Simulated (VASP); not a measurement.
**Zn: single point with PBEsol**

The system is Zn.

```
Zn
1.0
    -1.42102    1.42102    1.42102
     1.42102   -1.42102    1.42102
     1.42102    1.42102   -1.42102
Zn
1
Direct
  0.00000 0.00000 0.00000
```

This cell differs from its parent crystal: volume scaled by 0.8.

```
Program             : VASP 6.6.1
Task                : single point
Functional          : PBEsol
Potentials or basis : VASP PAW PBE potentials, release 64 (Zn)
Cutoff              : 520 eV
k mesh              : 19 × 19 × 19
Occupations         : fermi-dirac, width 0.05 eV
Spin                : no spin polarisation
```

- Pressure: 33.5 GPa
- Band gap on the k mesh: zero (band 6 reaches 9.61 eV, above the bottom of band 7 at 5.08 eV)

Levels at points of the mesh, in eV from the Fermi level:
| k point | band 4 | band 5 | band 6 | band 7 | band 8 | band 9 |
| --- | --- | --- | --- | --- | --- | --- |
| (0.00, 0.00, 0.00) | -9.14 | -8.30 | -8.30 | 23.09 | 23.09 | 23.09 |

Wall time 12 s on 1 thread of Intel(R) Xeon(R) Platinum 8488C (Sapphire Rapids), with other jobs on the host, peak memory 0.14 GiB.

Caveat: the PAW data sets were made with another functional, which shifts forces and pressure a little.
